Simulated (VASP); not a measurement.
Nb: single point with PBE

Crystal: Nb.

```
Nb
1.0
    -1.66395    1.66395    1.66395
     1.66395   -1.66395    1.66395
     1.66395    1.66395   -1.66395
Nb
1
Direct
  0.00000 0.00000 0.00000
```

| Quantity | Value |
| --- | --- |
| Program | VASP 6.6.1 |
| Task | single point |
| Functional | PBE |
| Potentials or basis | VASP PAW PBE potentials, release 64 (Nb_sv) |
| Cutoff | 520 eV |
| k mesh | 22 × 22 × 22 |
| Occupations | gaussian, width 0.15 eV |
| Spin | no spin polarisation |
| Dipole correction | no |
| Further INCAR settings | ALGO = Fast; EDIFF = 1e-06; NBANDS = 12 |

```yaml
Pressure: -2.9 GPa
```

Levels at points of the mesh, in eV from the Fermi level:
```tsv
k point	band 2	band 3	band 4	band 5	band 6	band 7	band 8	band 9	band 10	band 11
(0.00, 0.00, 0.00)	-29.74	-29.74	-29.74	-5.90	0.38	0.38	0.38	3.21	3.21	14.16
(0.50, 0.00, 0.00)	-31.00	-30.14	-29.75	-3.62	-1.59	2.18	3.23	3.89	6.19	11.55
(0.50, 0.50, 0.50)	-30.61	-30.61	-30.61	-3.58	-3.58	5.45	5.45	5.45	8.89	8.89
```

Wall time 88 s on 1 thread of AMD EPYC 9R14 (Zen 4) (shared host), peak memory 0.17 GiB.
